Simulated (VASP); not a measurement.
# ZnIn (Fm-3m) in VASP: further runs

Runs on ZnIn. Level: PBE. Tasks: single point, relaxation of cell and atoms.

Program: VASP 6.6.1. These are calculated values, not measurements. Logs are shortened: lines on timing, memory, paths and dates and some standing lists are left out, and cuts for length are marked.

## (1) The cell of the first run

Symmetry: Fm-3m, No. 225, cubic system. The conventional cell has a = 5.709 Å, b = 5.709 Å, c = 5.709 Å, α = 90.00°, β = 90.00°, γ = 90.00°. Within 3.8 Å of Zn (site symmetry m-3m) lie 6 In at 2.85 Å. In (site symmetry m-3m) has 6 Zn at 2.85 Å within 3.8 Å.

## (2) Single point, PBE

INCAR

```
ALGO = Normal
EDIFF = 1E-6
ENCUT = 520
GGA = PE
ISIF = 2
ISMEAR = 0
LASPH = T
LCHARG = F
LREAL = F
LWAVE = F
NBANDS = 20
NELM = 100
PREC = Accurate
SIGMA = 0.1
```

KPOINTS

```
k-points
0
Gamma
  6 6 6
```

POSCAR

```
ZnIn
1.0
    0.0000000000      2.8542813883      2.8542813883
    2.8542813883      0.0000000000      2.8542813883
    2.8542813883      2.8542813883      0.0000000000
Zn In
1 1
Direct
    0.0000000000      0.0000000000      0.0000000000
    0.5000000000      0.5000000000      0.5000000000
```

Potentials or basis: VASP PAW PBE potentials, release 64 (Zn, In_d).

Started as:

```console
> cat potpaw_PBE.64/Zn/POTCAR potpaw_PBE.64/In_d/POTCAR > POTCAR
> mpirun -np 1 vasp_std > vasp.out
```

OUTCAR:

```text
EDIFF = 1E-6
   ENCUT = 520
   GGA = PE
   ISIF = 2
   ISMEAR = 0
   LASPH = T
   LREAL = F
   NELM = 100
   PREC = Accurate

 ion  position               nearest neighbor table
   1  0.000  0.000  0.000-   2 2.85   2 2.85   2 2.85   2 2.85   2 2.85   2 2.85
   2  0.500  0.500  0.500-   1 2.85   1 2.85   1 2.85   1 2.85   1 2.85   1 2.85

  LATTYP: Found a face centered cubic cell.
 ALAT       =     5.7085627766

  Lattice vectors:

 A1 = (   0.0000000000,   2.8542813883,   2.8542813883)
 A2 = (   2.8542813883,   0.0000000000,   2.8542813883)
 A3 = (   2.8542813883,   2.8542813883,   0.0000000000)

Analysis of symmetry for initial positions (statically):
=====================================================================
 Subroutine PRICEL returns:
 Original cell was already a primitive cell.

 Routine SETGRP: Setting up the symmetry group for a
 face centered cubic supercell.

 Subroutine GETGRP returns: Found 48 space group operations
 (whereof 48 operations were pure point group operations)
 out of a pool of 48 trial point group operations.

The static configuration has the point symmetry O_h .

Analysis of symmetry for dynamics (positions and initial velocities):
=====================================================================
 Subroutine PRICEL returns:
 Original cell was already a primitive cell.

 Routine SETGRP: Setting up the symmetry group for a
 face centered cubic supercell.

 Subroutine GETGRP returns: Found 48 space group operations
 (whereof 48 operations were pure point group operations)
 out of a pool of 48 trial point group operations.

The dynamic configuration has the point symmetry O_h .

 Subroutine INISYM returns: Found 48 space group operations
 (whereof 48 operations are pure point group operations),
 and found     1 'primitive' translations

----------------------------------------------------------------------------------------

                                     Primitive cell

  volume of cell :      46.5072

  direct lattice vectors                    reciprocal lattice vectors
     0.000000000  2.854281388  2.854281388    -0.175175441  0.175175441  0.175175441
     2.854281388  0.000000000  2.854281388     0.175175441 -0.175175441  0.175175441
[... 69 lines left out ...]
   ICHARG =      2    charge: 1-file 2-atom 10-const
   ISPIN  =      1    spin polarized calculation?
   LNONCOLLINEAR =      F non collinear calculations
   LSORBIT =      F    spin-orbit coupling
   LASPH  =      T    aspherical Exc in radial PAW
   ENCUT  =  520.0 eV  38.22 Ry    6.18 a.u.   7.51  7.51  7.51*2*pi/ulx,y,z
   NELM   =    100;   NELMIN=  2; NELMDL= -5     # of ELM steps
   EDIFF  = 0.1E-05   stopping-criterion for ELM
   LREAL  =      F    real-space projection
   EDIFFG = 0.1E-04   stopping-criterion for IOM
   NSW    =      0    number of steps for IOM
   IBRION =     -1    ionic relax: 0-MD 1-quasi-New 2-CG
   NFREE  =      0    steps in history (QN), initial steepest desc. (CG)
   ISIF   =      2    stress and relaxation
   ISYM   =      2    0-nonsym 1-usesym 2-fastsym
   POTIM  = 0.5000    time-step for ionic-motion
   TEBEG  =    0.0;   TEEND  =   0.0 temperature during run
   PSTRESS=    0.0 pullay stress
   NELECT =      25.0000    total number of electrons
   NUPDOWN=      -1.0000    fix difference up-down
   EMIN   =  10.00;   EMAX   =-10.00  energy-range for DOS
   EFERMI =   0.00;   METHOD = LEGACY
   ISMEAR =     0;   SIGMA  =   0.10  broadening in eV -4-tet -1-fermi 0-gaus
   EFERMI_NEDOS =   21; number of points for ismear=-14 and -15
   IALGO  =     38    algorithm
   IMIX   =      4    mixing-type and parameters
     AMIX     =   0.40;   BMIX     =  1.00
     AMIX_MAG =   1.60;   BMIX_MAG =  1.00
  volume/ion in A,a.u.               =      23.25       156.92
  Fermi-wavevector in a.u.,A,eV,Ry     =   1.331112  2.515438 24.107620  1.771860
  Thomas-Fermi vector in A             =   2.460148
   LORBIT       =      0    0 simple, 1 ext, 2 COOP (PROOUT), +10 PAW based schemes
   GGA     = PE    functional components
   LHFCALC =     F    Hartree Fock is set to
   AEXX    =    0.0000 exact exchange contribution
   IVDW    =     0    specifies the selected vdW correction
   LEPSILON=     F    determine dielectric tensor
   LRPA    =     F    only Hartree local field effects (RPA)
 non-spin polarized calculation
 Gauss-broadening in eV      SIGMA  =   0.10
  energy-cutoff  :      520.00
  volume of cell :       46.51
 maximum number of plane-waves:      1272
   NGX = 15   NGY = 15   NGZ = 15

 number of electron      25.0000011 magnetization

 Free energy of the ion-electron system (eV)
  ---------------------------------------------------
  ext. energy  EPLUGINS =         0.00000000
  ---------------------------------------------------
  free energy    TOTEN  =        -3.38856514 eV

  energy without entropy =       -3.38482484  energy(sigma->0) =       -3.38669499

 E-fermi :   4.3524     XC(G=0): -10.1216

 val. band max:        4.2605315743   @ k =  -0.3333   0.3333   0.1667
 cond. band min:       4.8013677900   @ k =   0.3333   0.3333   0.0000
 fundamental gap:      0.5408362158
 Fermi energy:         4.3524008510

 k-point     1 :       0.0000    0.0000    0.0000
  band No.  band energies     occupation
      1      -9.8613      2.00000
      2      -9.8613      2.00000
      3      -9.8190      2.00000
      4      -9.8190      2.00000
      5      -9.8190      2.00000
      6      -4.3513      2.00000
[... 357 lines left out ...]
     19      18.2855      0.00000
     20      20.0202      0.00000

------------------------ aborting loop because EDIFF is reached ----------------------------------------

  FORCE on cell =-STRESS in cart. coord.  units (eV):
  Direction    XX          YY          ZZ          XY          YZ          ZX
  --------------------------------------------------------------------------------------
  -------------------------------------------------------------------------------------
  Total        0.0128933      0.0128933      0.0128933      0.0000000      0.0000000     -0.0000000
  in kB        0.4441746      0.4441746      0.4441746      0.0000000      0.0000000     -0.0000000
  external PRESSURE =       0.4441746 kB  Pullay stress =       0.0000000 kB

 VOLUME and BASIS-vectors are now :
 -----------------------------------------------------------------------------
  energy-cutoff  :      520.00
  volume of cell :       46.51
      direct lattice vectors                 reciprocal lattice vectors
     0.000000000  2.854281388  2.854281388    -0.175175441  0.175175441  0.175175441
     2.854281388  0.000000000  2.854281388     0.175175441 -0.175175441  0.175175441
     2.854281388  2.854281388  0.000000000     0.175175441  0.175175441 -0.175175441

 POSITION                                       TOTAL-FORCE (eV/Angst)
 -----------------------------------------------------------------------------------
      0.00000      0.00000      0.00000        -0.000000     -0.000000     -0.000000
      2.85428      2.85428      2.85428         0.000000      0.000000      0.000000
 -----------------------------------------------------------------------------------
    total drift:                                0.000000      0.000000      0.000000

  FREE ENERGIE OF THE ION-ELECTRON SYSTEM (eV)
  ---------------------------------------------------
  free  energy   TOTEN  =        -3.3885651359 eV

  energy  without entropy=       -3.3848248424  energy(sigma->0) =       -3.38669499
```

Run time: 18 s. Hardware: 1 thread of Intel Xeon 8259CL, shared host; peak memory 0.17 GiB.

Results:

```yaml
Free_energy: -3.3886 eV
Pressure: 0.0 GPa
Band_gap_on_the_k_mesh: zero (an odd number of electrons rules out a gap without spin polarisation)
```

Levels at points of the mesh, in eV from the Fermi level:
```csv
k point,band 10,band 11,band 12,band 13,band 14,band 15
"(0.00, 0.00, 0.00)",-6.87,-6.87,3.84,3.84,3.84,5.96
"(0.50, 0.00, 0.00)",-6.86,-5.33,-4.66,4.54,4.54,4.99
"(0.50, 0.50, 0.00)",-6.83,-4.00,-2.83,0.52,0.53,0.53
```

Caveat: spin-orbit coupling is left out, which moves the levels of the heavy elements.

## (3) Relaxation of cell and atoms, PBE

This run uses another cell than the first one, of 19.44 Å³/atom.

INCAR

```
ALGO = Fast ; EDIFF = 1E-6
EDIFFG = -0.04 ; ENCUT = 600
GGA = PE ; IBRION = 2
ISIF = 3 ; ISMEAR = 0
LASPH = T ; LCHARG = F
LREAL = F ; LWAVE = F
NELM = 100 ; NSW = 90
PREC = Accurate ; SIGMA = 0.1
```

KPOINTS is that of step 2.

POSCAR

```
ZnIn
1.0
    0.0000000000      2.6890286485      2.6890286485
    2.6890286485      0.0000000000      2.6890286485
    2.6890286485      2.6890286485      0.0000000000
Zn In
1 1
Direct
    0.0000000000      0.0000000000      0.0000000000
    0.5000000000      0.5000000000      0.5000000000
```

Potentials or basis: VASP PAW PBE potentials, release 64 (Zn, In_d).

Started as:

```console
> cat potpaw_PBE.64/Zn/POTCAR potpaw_PBE.64/In_d/POTCAR > POTCAR
> mpirun -np 1 vasp_std > vasp.out
```

Wall time 48 s (1 thread of Intel Xeon 8259CL, shared host); peak memory 0.17 GiB.

It converged, with:

```yaml
Free_energy: -3.3861 eV
Relaxed_volume: 23.17 Å³/atom
Relaxed_cell: a = 4.032 Å, b = 4.032 Å, c = 4.032 Å, α = 60.00°, β = 60.00°, γ = 60.00°
Space_group_after_relaxing_to_0.1_Å: Fm-3m (No. 225)
Energy_gained_by_relaxing: 117.2 meV/atom
Ionic_steps: 3
Pressure_after_relaxing: 0.2 GPa
Band_gap_on_the_k_mesh: zero (an odd number of electrons rules out a gap without spin polarisation)
```

Step by step:
| step | energy change (eV) | largest force (eV/Å) | pressure (GPa) | volume (Å³) |
| --- | --- | --- | --- | --- |
| 1 | 0.0000 | 0.0000 | 12.03 | 38.89 |
| 2 | -0.2311 | 0.0000 | -1.05 | 47.70 |
| 3 | -0.2344 | 0.0000 | 0.25 | 46.35 |

Final structure:
```
CELL_PARAMETERS angstrom
0.00000 2.85096 2.85096
2.85096 0.00000 2.85096
2.85096 2.85096 0.00000
ATOMIC_POSITIONS crystal
Zn 0.00000 0.00000 0.00000
In 0.50000 0.50000 0.50000
```

Levels at points of the mesh, in eV from the Fermi level:
```tsv
k point	band 10	band 11	band 12	band 13	band 14	band 15
(0.00, 0.00, 0.00)	-6.88	-6.88	3.85	3.85	3.85	6.00
(0.50, 0.00, 0.00)	-6.86	-5.33	-4.67	4.55	4.55	5.00
(0.50, 0.50, 0.00)	-6.83	-4.00	-2.84	0.53	0.53	0.54
```

Caveat: the volume moved by over 15 % at a fixed basis, so the end points are rough; spin-orbit coupling is left out, which moves the levels of the heavy elements.
